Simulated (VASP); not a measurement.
# TiO2 (Rutile) (P4_2/mnm) in VASP: a series of runs, part 2 of 3

VASP 6.6.1. The steps go on from the part before.

## Step 3: Single point, PBE

This run uses another cell than the first one, of 9.98 Å³/atom, 1.021 times its volume.

Contents of INCAR:

```
SYSTEM = TiO2
PREC = Accurate
ENCUT = 520
EDIFF = 1E-6
ISMEAR = 0
SIGMA = 0.01
LREAL = .False.
LASPH = .True.
NELM = 100
ALGO = Normal
ISIF = 2
LWAVE = .False.
LCHARG = .False.
GGA = PE
NBANDS = 33
```

Contents of KPOINTS:

```
Automatic mesh
0
Gamma
  4 4 6
  0 0 0
```

Contents of POSCAR:

```
TiO2
1.0
    4.5301356351      0.0000000000      0.0000000000
    0.0000000000      4.5301356351      0.0000000000
    0.0000000000      0.0000000000      2.9174302354
Ti O
2 4
Direct
    0.0000000000      0.0000000000      0.0000000000
    0.5000000000      0.5000000000      0.5000000000
    0.3049600000      0.3049600000      0.0000000000
    0.1950400000      0.8049600000      0.5000000000
    0.6950400000      0.6950400000      0.0000000000
    0.8049600000      0.1950400000      0.5000000000
```

Potentials or basis: VASP PAW PBE potentials, release 64 (Ti_sv, O).

On the command line:

```sh
> cat potpaw_PBE.64/Ti_sv/POTCAR potpaw_PBE.64/O/POTCAR > POTCAR
> mpirun -np 1 vasp_std > vasp.out
```

OUTCAR:

```text
SYSTEM = TiO2
   PREC = Accurate
   ENCUT = 520
   EDIFF = 1E-6
   ISMEAR = 0
   LREAL = .False.
   LASPH = .True.
   NELM = 100
   ISIF = 2
   GGA = PE

 ion  position               nearest neighbor table
   1  0.000  0.000  0.000-   4 1.92   6 1.92   4 1.92   6 1.92   5 1.95   3 1.95
   2  0.500  0.500  0.500-   3 1.92   5 1.92   3 1.92   5 1.92   4 1.95   6 1.95
   3  0.305  0.305  0.000-   2 1.92   2 1.92   1 1.95
   4  0.195  0.805  0.500-   1 1.92   1 1.92   2 1.95
   5  0.695  0.695  0.000-   2 1.92   2 1.92   1 1.95
   6  0.805  0.195  0.500-   1 1.92   1 1.92   2 1.95

  LATTYP: Found a simple tetragonal cell.
 ALAT       =     4.5301356351
 C/A-ratio  =     0.6440050520

  Lattice vectors:

 A1 = (   4.5301356351,   0.0000000000,   0.0000000000)
 A2 = (   0.0000000000,   4.5301356351,   0.0000000000)
 A3 = (   0.0000000000,   0.0000000000,   2.9174302354)

Analysis of symmetry for initial positions (statically):
=====================================================================
 Subroutine PRICEL returns:
 Original cell was already a primitive cell.

 Routine SETGRP: Setting up the symmetry group for a
 simple tetragonal supercell.

 Subroutine GETGRP returns: Found 16 space group operations
 (whereof  8 operations were pure point group operations)
 out of a pool of 16 trial point group operations.

The static configuration has the point symmetry D_2h.
 The point group associated with its full space group is D_4h.

Analysis of symmetry for dynamics (positions and initial velocities):
=====================================================================
 Subroutine PRICEL returns:
 Original cell was already a primitive cell.

 Routine SETGRP: Setting up the symmetry group for a
 simple tetragonal supercell.

 Subroutine GETGRP returns: Found 16 space group operations
 (whereof  8 operations were pure point group operations)
[... 130 lines left out ...]
     AMIX_MAG =   1.60;   BMIX_MAG =  1.00
  volume/ion in A,a.u.               =       9.98        67.34
  Fermi-wavevector in a.u.,A,eV,Ry     =   1.520831  2.873954 31.469280  2.312927
  Thomas-Fermi vector in A             =   2.629628
   LORBIT       =      0    0 simple, 1 ext, 2 COOP (PROOUT), +10 PAW based schemes
   GGA     = PE    functional components
   LHFCALC =     F    Hartree Fock is set to
   AEXX    =    0.0000 exact exchange contribution
   IVDW    =     0    specifies the selected vdW correction
   LEPSILON=     F    determine dielectric tensor
   LRPA    =     F    only Hartree local field effects (RPA)
 non-spin polarized calculation
 Gauss-broadening in eV      SIGMA  =   0.01
  energy-cutoff  :      520.00
  volume of cell :       59.87
 maximum number of plane-waves:      1634
 NGX is ok and might be reduce to    36
   NGX = 17   NGY = 17   NGZ = 11

 number of electron      48.0000001 magnetization

 Free energy of the ion-electron system (eV)
  ---------------------------------------------------
  ext. energy  EPLUGINS =         0.00000000
  ---------------------------------------------------
  free energy    TOTEN  =       -53.45819679 eV

  energy without entropy =      -53.45819679  energy(sigma->0) =      -53.45819679

 E-fermi :   5.4810     XC(G=0): -11.6370

 val. band max:        5.2871390285   @ k =   0.0000   0.0000   0.0000
 cond. band min:       7.2583902714   @ k =   0.0000   0.0000   0.0000
 fundamental gap:      1.9712512429
 Fermi energy:         5.4810136956

 k-point     1 :       0.0000    0.0000    0.0000
  band No.  band energies     occupation
      1     -51.4824      2.00000
      2     -51.4609      2.00000
      3     -27.8363      2.00000
      4     -27.8363      2.00000
      5     -27.6378      2.00000
      6     -27.6378      2.00000
[... 853 lines left out ...]
     32      11.5529      0.00000
     33      11.6936      0.00000

------------------------ aborting loop because EDIFF is reached ----------------------------------------

  FORCE on cell =-STRESS in cart. coord.  units (eV):
  Direction    XX          YY          ZZ          XY          YZ          ZX
  --------------------------------------------------------------------------------------
  -------------------------------------------------------------------------------------
  Total        6.1714701      6.1714701      7.0730296      0.0000000      0.0000000      0.0000000
  in kB      165.1491429    165.1491429    189.2749632      0.0000000      0.0000000      0.0000000
  external PRESSURE =     173.1910830 kB  Pullay stress =       0.0000000 kB

 VOLUME and BASIS-vectors are now :
 -----------------------------------------------------------------------------
  energy-cutoff  :      520.00
  volume of cell :       59.87
      direct lattice vectors                 reciprocal lattice vectors
     4.530135635  0.000000000  0.000000000     0.220743942  0.000000000  0.000000000
     0.000000000  4.530135635  0.000000000     0.000000000  0.220743942  0.000000000
     0.000000000  0.000000000  2.917430235     0.000000000  0.000000000  0.342767408

 POSITION                                       TOTAL-FORCE (eV/Angst)
 -----------------------------------------------------------------------------------
      0.00000      0.00000      0.00000        -0.000000      0.000000      0.000000
      2.26507      2.26507      1.45872        -0.000000      0.000000      0.000000
      1.38151      1.38151      0.00000        -0.242253     -0.242253     -0.000000
      0.88356      3.64658      1.45872         0.242253     -0.242253      0.000000
      3.14863      3.14863      0.00000         0.242253      0.242253      0.000000
      3.64658      0.88356      1.45872        -0.242253      0.242253      0.000000
 -----------------------------------------------------------------------------------
    total drift:                                0.000000      0.000000     -0.000000

  FREE ENERGIE OF THE ION-ELECTRON SYSTEM (eV)
  ---------------------------------------------------
  free  energy   TOTEN  =       -53.4581967943 eV

  energy  without entropy=      -53.4581967943  energy(sigma->0) =      -53.45819679
```

OSZICAR:

```text
N       E                     dE             d eps       ncg     rms          rms(c)
DAV:   1     0.660252552477E+03    0.66025E+03   -0.24213E+04  1584   0.173E+03
DAV:   2     0.284178116167E+02   -0.63183E+03   -0.58247E+03  1703   0.521E+02
DAV:   3    -0.658009879155E+02   -0.94219E+02   -0.92245E+02  2218   0.191E+02
DAV:   4    -0.703998962822E+02   -0.45989E+01   -0.45900E+01  2249   0.400E+01
DAV:   5    -0.705690543168E+02   -0.16916E+00   -0.16914E+00  2123   0.614E+00    0.331E+01
DAV:   6    -0.535598191074E+02    0.17009E+02   -0.71527E+01  2051   0.902E+01    0.104E+01
DAV:   7    -0.536334649179E+02   -0.73646E-01   -0.12145E+01  1982   0.311E+01    0.970E+00
DAV:   8    -0.534939685490E+02    0.13950E+00   -0.49102E-01  2002   0.614E+00    0.678E+00
DAV:   9    -0.535325372521E+02   -0.38569E-01   -0.78324E-01  2009   0.102E+01    0.266E+00
DAV:  10    -0.534675120454E+02    0.65025E-01   -0.32706E-01  1991   0.643E+00    0.903E-01
DAV:  11    -0.534586330497E+02    0.88790E-02   -0.25567E-02  2127   0.113E+00    0.280E-01
DAV:  12    -0.534583638199E+02    0.26923E-03   -0.37610E-03  1812   0.434E-01    0.113E-01
DAV:  13    -0.534582013017E+02    0.16252E-03   -0.61563E-04  2034   0.321E-01    0.278E-02
DAV:  14    -0.534581961413E+02    0.51605E-05   -0.54813E-05  2108   0.659E-02    0.685E-03
DAV:  15    -0.534581967943E+02   -0.65305E-06   -0.45433E-06  1754   0.205E-02
   1 F= -.53458197E+02 E0= -.53458197E+02  d E =-.338227-167
```

stdout:

```text
POSCAR found type information on POSCAR TiO
 POSCAR found :  2 types and       6 ions
 scaLAPACK will be used
 LDA part: xc-table for (Slater+PW92), standard interpolation
 POSCAR, INCAR and KPOINTS ok, starting setup
 FFT: planning ... GRIDC
 FFT: planning ... GRID_SOFT
 FFT: planning ... GRID
 WAVECAR not read
 entering main loop
```

Wall time 62 s (1 thread of Intel Xeon 8259CL, shared host); peak memory 0.19 GiB.

What came out:

```yaml
Free_energy: -53.4582 eV
Pressure: 17.3 GPa
Largest_force: 0.343 eV/Å
Band_gap_on_the_k_mesh: 1.97 eV, direct
```

Forces on the atoms (eV/Å):
```
Ti   0.000  0.000  0.000
Ti   0.000  0.000  0.000
O   -0.242 -0.242  0.000
O    0.242 -0.242  0.000
O    0.242  0.242  0.000
O   -0.242  0.242  0.000
```

Stress tensor (GPa, compression positive):
```
16.51  0.00  0.00
 0.00 16.51  0.00
 0.00  0.00 18.93
```

A k mesh can miss the band edges. Expect the measured gap to be larger: semilocal functionals such as PBE lack the derivative discontinuity.

## Step 4: Single point, PBE

This run uses another cell than the first one, of 10.19 Å³/atom, 1.043 times its volume.

Contents of INCAR:

```
PREC     = Accurate       # precision mode
ENCUT    = 520            # plane-wave cutoff, eV
EDIFF    = 1E-6           # SCF threshold, eV
ISMEAR   = 0              # smearing method
SIGMA    = 0.01           # smearing width, eV
LREAL    = False          # projectors in reciprocal space
LASPH    = True           # aspherical terms in the spheres
NELM     = 60             # most SCF steps
ALGO     = Normal         # electronic algorithm
ISIF     = 2              # what is computed and relaxed
LWAVE    = False          # write WAVECAR
LCHARG   = False          # write CHGCAR
GGA      = PE             # functional
NBANDS   = 33             # bands
```

Contents of KPOINTS:

```
regular mesh
0
Gamma
  4 4 6
```

Edit POSCAR of step 3 so:

```diff
@@ -2,5 +2,5 @@
 1.0
-    4.5301356351      0.0000000000      0.0000000000
-    0.0000000000      4.5301356351      0.0000000000
-    0.0000000000      0.0000000000      2.9174302354
+    4.5613789371      0.0000000000      0.0000000000
+    0.0000000000      4.5613789371      0.0000000000
+    0.0000000000      0.0000000000      2.9375510798
 Ti O
```

On the command line:

```sh
> cat potpaw_PBE.64/Ti_sv/POTCAR potpaw_PBE.64/O/POTCAR > POTCAR
> mpirun -np 1 vasp_std > vasp.out
```

Wall time 79 s (1 thread of Intel Xeon 8259CL, shared host); peak memory 0.19 GiB.

Results (log left out):

- Free energy: -53.5714 eV
- Pressure: 11.4 GPa
- Largest force: 0.230 eV/Å
- Band gap on the k mesh: 1.92 eV, direct

Forces on the atoms (eV/Å):
```
Ti   0.000  0.000  0.000
Ti   0.000  0.000  0.000
O   -0.163 -0.163  0.000
O    0.163 -0.163  0.000
O    0.163  0.163  0.000
O   -0.163  0.163  0.000
```

Stress tensor (GPa, compression positive):
```
11.09  0.00  0.00
 0.00 11.09  0.00
 0.00  0.00 11.99
```

Levels at points of the mesh, in eV from the valence-band top:
| k point | band 22 | band 23 | band 24 | band 25 | band 26 | band 27 |
| --- | --- | --- | --- | --- | --- | --- |
| (0.00, 0.00, 0.00) | -0.45 | -0.45 | 0.00 | 1.92 | 2.24 | 2.47 |
| (0.50, 0.00, 0.00) | -1.66 | -0.76 | -0.76 | 2.62 | 2.62 | 3.11 |
| (0.50, 0.50, 0.00) | -1.31 | -1.05 | -1.05 | 1.97 | 1.97 | 2.59 |
| (0.00, 0.00, 0.50) | -2.44 | -1.44 | -1.44 | 3.05 | 3.05 | 3.26 |
| (0.50, 0.00, 0.50) | -2.08 | -1.06 | -1.06 | 1.95 | 1.95 | 3.29 |
| (0.50, 0.50, 0.50) | -1.32 | -0.67 | -0.67 | 2.65 | 2.65 | 3.31 |

A k mesh can miss the band edges. As with any semilocal functional, this PBE gap is likely too small.

## Step 5: Single point, PBE

This run uses another cell than the first one, of 10.39 Å³/atom, 1.064 times its volume.

Contents of INCAR:

```
  ALGO = Normal
  EDIFF = 1E-6
  ENCUT = 520
  GGA = PE
  ISIF = 2
  ISMEAR = 0
  LASPH = T
  LCHARG = F
  LREAL = F
  LWAVE = F
  NBANDS = 33
  NELM = 80
  PREC = Accurate
  SIGMA = 0.01
```

Contents of KPOINTS:

```
k-points
0
Gamma
  4 4 6
```

Edit POSCAR of step 4 so:

```diff
@@ -2,5 +2,5 @@
 1.0
-    4.5613789371      0.0000000000      0.0000000000
-    0.0000000000      4.5613789371      0.0000000000
-    0.0000000000      0.0000000000      2.9375510798
+    4.5922000000      0.0000000000      0.0000000000
+    0.0000000000      4.5922000000      0.0000000000
+    0.0000000000      0.0000000000      2.9574000000
 Ti O
```

On the command line:

```sh
> cat potpaw_PBE.64/Ti_sv/POTCAR potpaw_PBE.64/O/POTCAR > POTCAR
> mpirun -np 1 vasp_std > vasp.out
```

Run time: 76 s. Hardware: 1 thread of Intel Xeon 8259CL, shared host; peak memory 0.19 GiB.

Results (log left out):

```
Free energy            : -53.6412 eV
Pressure               : 6.1 GPa
Largest force          : 0.126 eV/Å
Band gap on the k mesh : 1.87 eV, direct
```

Forces in eV/Å, atoms in the order of the input:
```
Ti   0.000  0.000  0.000
Ti   0.000  0.000  0.000
O   -0.089 -0.089  0.000
O    0.089 -0.089  0.000
O    0.089  0.089  0.000
O   -0.089  0.089  0.000
```

Stress tensor (GPa, compression positive):
```
6.20 0.00 0.00
0.00 6.20 0.00
0.00 0.00 5.75
```

Levels at points of the mesh, in eV from the valence-band top:
| k point | band 20 | band 21 | band 22 | band 23 | band 24 | band 25 | band 26 | band 27 | band 28 | band 29 |
| --- | --- | --- | --- | --- | --- | --- | --- | --- | --- | --- |
| (0.00, 0.00, 0.00) | -1.98 | -0.70 | -0.44 | -0.44 | 0.00 | 1.87 | 2.18 | 2.40 | 2.49 | 2.49 |
| (0.50, 0.00, 0.00) | -3.04 | -1.64 | -1.64 | -0.75 | -0.75 | 2.55 | 2.55 | 3.02 | 3.02 | 3.56 |
| (0.50, 0.50, 0.00) | -2.18 | -1.31 | -1.31 | -1.05 | -1.05 | 1.91 | 1.91 | 2.52 | 2.52 | 3.83 |
| (0.00, 0.00, 0.50) | -2.75 | -2.36 | -2.36 | -1.42 | -1.42 | 2.96 | 2.96 | 3.16 | 3.16 | 3.68 |
| (0.50, 0.00, 0.50) | -2.38 | -2.04 | -2.04 | -1.03 | -1.03 | 1.91 | 1.91 | 3.19 | 3.19 | 3.91 |
| (0.50, 0.50, 0.50) | -2.72 | -1.28 | -1.28 | -0.67 | -0.67 | 2.59 | 2.59 | 3.21 | 3.21 | 3.22 |

A k mesh can miss the band edges. PBE gaps usually lie below the measured ones, often by a third to a half.

## Step 6: Single point, PBE

This run uses another cell than the first one, of 10.60 Å³/atom, 1.085 times its volume.

Contents of INCAR:

```
  PREC = Accurate
  ENCUT = 520
  EDIFF = 1E-7
  ISMEAR = 0
  SIGMA = 0.01
  LREAL = False
  LASPH = True
  NELM = 100
  ALGO = Normal
  ISIF = 2
  LWAVE = False
  LCHARG = False
  GGA = PE
  NBANDS = 33
```

Contents of KPOINTS:

```
Automatic mesh
0
Gamma
  4 4 6
```

Edit POSCAR of step 5 so:

```diff
@@ -2,5 +2,5 @@
 1.0
-    4.5922000000      0.0000000000      0.0000000000
-    0.0000000000      4.5922000000      0.0000000000
-    0.0000000000      0.0000000000      2.9574000000
+    4.6226128068      0.0000000000      0.0000000000
+    0.0000000000      4.6226128068      0.0000000000
+    0.0000000000      0.0000000000      2.9769860013
 Ti O
```

Potentials or basis: VASP PAW PBE potentials, release 64 (Ti_sv, O).

On the command line:

```sh
> cat potpaw_PBE.64/Ti_sv/POTCAR potpaw_PBE.64/O/POTCAR > POTCAR
> mpirun -np 1 vasp_std > vasp.out
```

Run time: 78 s. Hardware: 1 thread of Intel Xeon 8259CL, shared host; peak memory 0.19 GiB.

Results (log left out):

- Free energy: -53.6716 eV
- Pressure: 1.3 GPa
- Largest force: 0.028 eV/Å
- Band gap on the k mesh: 1.82 eV, direct

Forces on the atoms (eV/Å):
```
Ti   0.000  0.000  0.000
Ti   0.000  0.000  0.000
O   -0.020 -0.020  0.000
O    0.020 -0.020  0.000
O    0.020  0.020  0.000
O   -0.020  0.020  0.000
```

Stress tensor (GPa, compression positive):
```
1.83 0.00 0.00
0.00 1.83 0.00
0.00 0.00 0.16
```

Levels at points of the mesh, in eV from the valence-band top:
```csv
k point,band 20,band 21,band 22,band 23,band 24,band 25,band 26,band 27,band 28,band 29
"(0.00, 0.00, 0.00)",-1.97,-0.71,-0.44,-0.44,0.00,1.82,2.12,2.34,2.43,2.43
"(0.50, 0.00, 0.00)",-3.00,-1.63,-1.63,-0.73,-0.73,2.47,2.47,2.93,2.93,3.47
"(0.50, 0.50, 0.00)",-2.13,-1.30,-1.30,-1.05,-1.05,1.86,1.86,2.45,2.45,3.72
"(0.00, 0.00, 0.50)",-2.72,-2.29,-2.29,-1.41,-1.41,2.88,2.88,3.07,3.07,3.58
"(0.50, 0.00, 0.50)",-2.36,-2.01,-2.01,-1.01,-1.01,1.86,1.86,3.09,3.09,3.81
"(0.50, 0.50, 0.50)",-2.69,-1.25,-1.25,-0.67,-0.67,2.52,2.52,3.11,3.11,3.14
```

(Continued in part 3 of 3.)
